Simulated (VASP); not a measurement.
Runs of VASP 6.6.1 on Hf. The structure is that of space group P6/mmm (No. 191), or close to it. The cells are those of the table. 

```csv
cell,gap on the mesh (eV),pressure (GPa)
"a = 2.662, b = 2.662, c = 2.588 Å, angles 90.0, 90.0, 120.0°, 1 atom",none,67.4
"a = 2.531, b = 2.531, c = 2.443 Å, angles 90.0, 90.0, 120.0°, 1 atom",none,129.9
"a = 2.290, b = 2.290, c = 2.212 Å, angles 90.0, 90.0, 120.0°, 1 atom",none,(b)
"a = 2.410, b = 2.410, c = 2.322 Å, angles 90.0, 90.0, 120.0°, 1 atom",none,(a)
"a = 2.777, b = 2.777, c = 2.729 Å, angles 90.0, 90.0, 120.0°, 1 atom",none,33.7
```

Alike in all rows: task single point; level PBE; potentials or basis VASP PAW PBE potentials, release 64 (Hf_pv); no spin polarisation; k mesh 16 × 16 × 15; cutoff (eV) 520; smearing fermi-dirac 0.1 eV.

Problem. Estimate the missing entries.

Solution. (a) 223.1; (b) 374.3.

Caveats: spin-orbit coupling is left out, which moves the levels of the heavy elements.

A k mesh can miss the band edges, and the runs leave out spin-orbit coupling on Hf.

A gap of «none» marks levels without a gap at the run's occupations.
